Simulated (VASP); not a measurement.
Sr:

```xyz
1
Lattice="0.0000 3.0423 3.0423 3.0423 0.0000 3.0423 3.0423 3.0423 0.0000" Properties=species:S:1:pos:R:3 pbc="T T T"
Sr    0.0000    0.0000    0.0000
```

| Quantity | Value |
| --- | --- |
| Program | VASP 6.6.1 |
| Task | relaxation of cell and atoms |
| Functional | PBEsol |
| Potentials or basis | VASP PAW PBE potentials, release 64 (Sr_sv) |
| Cutoff | 600 eV |
| k mesh | 9 × 9 × 9 |
| Occupations | fermi-dirac, width 0.1 eV |
| Spin | no spin polarisation |

At the start: pressure -0.8 GPa; volume 56.32 Å³/atom.

Where does the relaxation end?

Over 3 steps the energy falls by 10.9 meV/atom and the volume is 52.16 Å³/atom (-7.4 %); space group Fm-3m (No. 225, to 0.1 Å) before and after.

Step by step:
| step | energy change (eV) | largest force (eV/Å) | pressure (GPa) | volume (Å³) |
| --- | --- | --- | --- | --- |
| 1 | 0.0000 | 0.0000 | -0.82 | 56.32 |
| 2 | -0.0088 | 0.0000 | -0.38 | 53.99 |
| 3 | -0.0109 | 0.0000 | 0.02 | 52.16 |

Final structure:
```yaml
crystal:
  lattice:
    - [0.00000, 2.96552, 2.96552]
    - [2.96552, 0.00000, 2.96552]
    - [2.96552, 2.96552, 0.00000]
  atoms:
    - { symbol: Sr, position: [0.00000, 0.00000, 0.00000] }
```

Caveat: the PAW data sets were made with another functional, which shifts forces and pressure a little.
